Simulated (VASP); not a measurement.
# Al (R-3m) in VASP: single point with PBE

Aim: the single point of Al with PBE.

All numbers are computed with VASP 6.6.1; they aren't measurements. Logs are shortened: lines on timing, memory, paths and dates and some standing lists are left out, and cuts for length are marked.

### 1 The cell of the first run

The structure is trigonal, space group R-3m (No. 166). The conventional cell has a = 4.377 Å, b = 4.377 Å, c = 3.011 Å, α = 90.00°, β = 90.00°, γ = 120.00°. Within 3.6 Å of Al (site symmetry -3m) lie 14 Al at 2.72 to 3.23 Å.

### 2 Single point, PBE (strained)

Contents of INCAR:

```
  ALGO = Normal
  EDIFF = 1E-6
  ENCUT = 520
  GGA = PE
  ISIF = 2
  ISMEAR = 0
  LASPH = T
  LCHARG = F
  LREAL = F
  LWAVE = F
  NBANDS = 8
  NELM = 100
  PREC = Accurate
  SIGMA = 0.1
```

Contents of KPOINTS:

```
k-points
0
Gamma
  18 18 18
```

Contents of POSCAR:

```
Al
1.0
   -1.6112998699      1.6112998699      1.4840023747
    1.7385973651     -1.7385973651      1.7385973651
    1.4840023747      1.6112998699     -1.6112998699
Al
1
Direct
    0.0000000000      0.0000000000      0.0000000000
```

Potentials or basis: VASP PAW PBE potentials, release 64 (Al).

Command:

```
$ cat potpaw_PBE.64/Al/POTCAR > POTCAR
$ mpirun -np 1 vasp_std > vasp.out
```

OUTCAR:

```text
EDIFF = 1E-6
   ENCUT = 520
   GGA = PE
   ISIF = 2
   ISMEAR = 0
   LASPH = T
   LREAL = F
   NELM = 100
   PREC = Accurate

 ion  position               nearest neighbor table
   1  0.000  0.000  0.000-

  LATTYP: Found a trigonal (rhomboedric) cell.
 ALAT       =     2.7193450663
 COS(alpha) =    -0.2956195277

  Lattice vectors:

 A1 = (  -1.4840023747,  -1.6112998699,   1.6112998699)
 A2 = (   1.6112998699,  -1.6112998699,  -1.4840023747)
 A3 = (   1.6112998699,   1.4840023747,   1.6112998699)

Analysis of symmetry for initial positions (statically):
=====================================================================
 Subroutine PRICEL returns:
 Original cell was already a primitive cell.

 Routine SETGRP: Setting up the symmetry group for a
 trigonal (rhombohedral) supercell.

 Subroutine GETGRP returns: Found 12 space group operations
 (whereof 12 operations were pure point group operations)
 out of a pool of 12 trial point group operations.

The static configuration has the point symmetry D_3d.

Analysis of symmetry for dynamics (positions and initial velocities):
=====================================================================
 Subroutine PRICEL returns:
 Original cell was already a primitive cell.

 Routine SETGRP: Setting up the symmetry group for a
 trigonal (rhombohedral) supercell.

 Subroutine GETGRP returns: Found 12 space group operations
 (whereof 12 operations were pure point group operations)
 out of a pool of 12 trial point group operations.

The dynamic configuration has the point symmetry D_3d.

 Subroutine INISYM returns: Found 12 space group operations
 (whereof 12 operations are pure point group operations),
 and found     1 'primitive' translations

----------------------------------------------------------------------------------------

                                     Primitive cell

  volume of cell :      16.6573

  direct lattice vectors                    reciprocal lattice vectors
    -1.611299870  1.611299870  1.484002375     0.000000000  0.323070227  0.323070227
     1.738597365 -1.738597365  1.738597365     0.299415509  0.023654718  0.299415509
     1.484002375  1.611299870 -1.611299870     0.323070227  0.323070227  0.000000000

  length of vectors
     2.719345066  3.011338970  2.719345066     0.456890297  0.424097677  0.456890297

  position of ions in fractional coordinates (direct lattice)
     0.000000000  0.000000000  0.000000000

  ion indices of the primitive-cell ions
[... 76 lines left out ...]
   EDIFFG = 0.1E-04   stopping-criterion for IOM
   NSW    =      0    number of steps for IOM
   IBRION =     -1    ionic relax: 0-MD 1-quasi-New 2-CG
   NFREE  =      0    steps in history (QN), initial steepest desc. (CG)
   ISIF   =      2    stress and relaxation
   ISYM   =      2    0-nonsym 1-usesym 2-fastsym
   POTIM  = 0.5000    time-step for ionic-motion
   TEBEG  =    0.0;   TEEND  =   0.0 temperature during run
   PSTRESS=    0.0 pullay stress
   NELECT =       3.0000    total number of electrons
   NUPDOWN=      -1.0000    fix difference up-down
   EMIN   =  10.00;   EMAX   =-10.00  energy-range for DOS
   EFERMI =   0.00;   METHOD = LEGACY
   ISMEAR =     0;   SIGMA  =   0.10  broadening in eV -4-tet -1-fermi 0-gaus
   EFERMI_NEDOS =   21; number of points for ismear=-14 and -15
   IALGO  =     38    algorithm
   IMIX   =      4    mixing-type and parameters
     AMIX     =   0.40;   BMIX     =  1.00
     AMIX_MAG =   1.60;   BMIX_MAG =  1.00
  volume/ion in A,a.u.               =      16.66       112.41
  Fermi-wavevector in a.u.,A,eV,Ry     =   0.924514  1.747078 11.629257  0.854726
  Thomas-Fermi vector in A             =   2.050268
   LORBIT       =      0    0 simple, 1 ext, 2 COOP (PROOUT), +10 PAW based schemes
   GGA     = PE    functional components
   LHFCALC =     F    Hartree Fock is set to
   AEXX    =    0.0000 exact exchange contribution
   IVDW    =     0    specifies the selected vdW correction
   LEPSILON=     F    determine dielectric tensor
   LRPA    =     F    only Hartree local field effects (RPA)
 non-spin polarized calculation
 Gauss-broadening in eV      SIGMA  =   0.10
  energy-cutoff  :      520.00
  volume of cell :       16.66
 maximum number of plane-waves:       466
   NGX = 11   NGY = 11   NGZ = 11

 number of electron       3.0000000 magnetization

 Free energy of the ion-electron system (eV)
  ---------------------------------------------------
  ext. energy  EPLUGINS =         0.00000000
  ---------------------------------------------------
  free energy    TOTEN  =        -3.61637405 eV

  energy without entropy =       -3.61436249  energy(sigma->0) =       -3.61536827

 E-fermi :   7.8731     XC(G=0): -10.1603

 val. band max:        7.8656109777   @ k =   0.3333  -0.0000   0.3333
 cond. band min:       7.8739922372   @ k =  -0.4444  -0.3333   0.1111
 fundamental gap:      0.0083812595
 Fermi energy:         7.8731329286

 k-point     1 :       0.0000    0.0000    0.0000
  band No.  band energies     occupation
      1      -3.1695      2.00000
      2      19.9091      0.00000
      3      19.9091      0.00000
      4      20.7229      0.00000
      5      22.1358      0.00000
      6      22.2121      0.00000
      7      22.2121      0.00000
      8      25.1187      0.00000
[... 243 lines left out ...]
 k-point    24 :       0.2222    0.1111    0.0000
  band No.  band energies     occupation
      1      -0.5760      2.00000
      2      12.3859      0.00000
      3      12.4805      0.00000
      4      18.1551      0.00000
      5      20.3583      0.00000
      6      22.0264      0.00000
      7      23.0706      0.00000
      8      26.0404      0.00000

 [... further k-points ...]

------------------------ aborting loop because EDIFF is reached ----------------------------------------

  FORCE on cell =-STRESS in cart. coord.  units (eV):
  Direction    XX          YY          ZZ          XY          YZ          ZX
  --------------------------------------------------------------------------------------
  -------------------------------------------------------------------------------------
  Total        0.2590821      0.2590821      0.2590821      0.2853362      0.2853362     -0.2853362
  in kB       24.9197048     24.9197048     24.9197048     27.4449416     27.4449416    -27.4449416
  external PRESSURE =      24.9197048 kB  Pullay stress =       0.0000000 kB

 VOLUME and BASIS-vectors are now :
 -----------------------------------------------------------------------------
  energy-cutoff  :      520.00
  volume of cell :       16.66
      direct lattice vectors                 reciprocal lattice vectors
    -1.611299870  1.611299870  1.484002375     0.000000000  0.323070227  0.323070227
     1.738597365 -1.738597365  1.738597365     0.299415509  0.023654718  0.299415509
     1.484002375  1.611299870 -1.611299870     0.323070227  0.323070227  0.000000000

 POSITION                                       TOTAL-FORCE (eV/Angst)
 -----------------------------------------------------------------------------------
      0.00000      0.00000      0.00000         0.000000      0.000000      0.000000
 -----------------------------------------------------------------------------------
    total drift:                                0.000000      0.000000      0.000000

  FREE ENERGIE OF THE ION-ELECTRON SYSTEM (eV)
  ---------------------------------------------------
  free  energy   TOTEN  =        -3.6163740455 eV

  energy  without entropy=       -3.6143624942  energy(sigma->0) =       -3.61536827
```

stdout:

```text
POSCAR found type information on POSCAR Al
 POSCAR found :  1 types and       1 ions
 scaLAPACK will be used
 LDA part: xc-table for (Slater+PW92), standard interpolation
 POSCAR, INCAR and KPOINTS ok, starting setup
 FFT: planning ... GRIDC
 FFT: planning ... GRID_SOFT
 FFT: planning ... GRID
 WAVECAR not read
 entering main loop
```

Run time: 64 s. Hardware: 1 thread of Intel Xeon 8259CL, shared host; peak memory 0.18 GiB.

Results:

```yaml
Free_energy: -3.6164 eV
Pressure: 2.5 GPa
Band_gap_on_the_k_mesh: zero (an odd number of electrons rules out a gap without spin polarisation)
```

Levels at points of the mesh, in eV from the Fermi level:
| k point | band 1 | band 2 | band 3 | band 4 |
| --- | --- | --- | --- | --- |
| (0.00, 0.00, 0.00) | -11.04 | 12.04 | 12.04 | 12.85 |
| (0.50, 0.00, 0.00) | -3.89 | -3.09 | 6.22 | 7.21 |
| (0.00, 0.50, 0.00) | -4.57 | -4.48 | 8.54 | 8.98 |
| (0.50, 0.50, 0.50) | 1.61 | 1.61 | 2.65 | 3.10 |

Caveat: the cell differs from its parent crystal (strained).
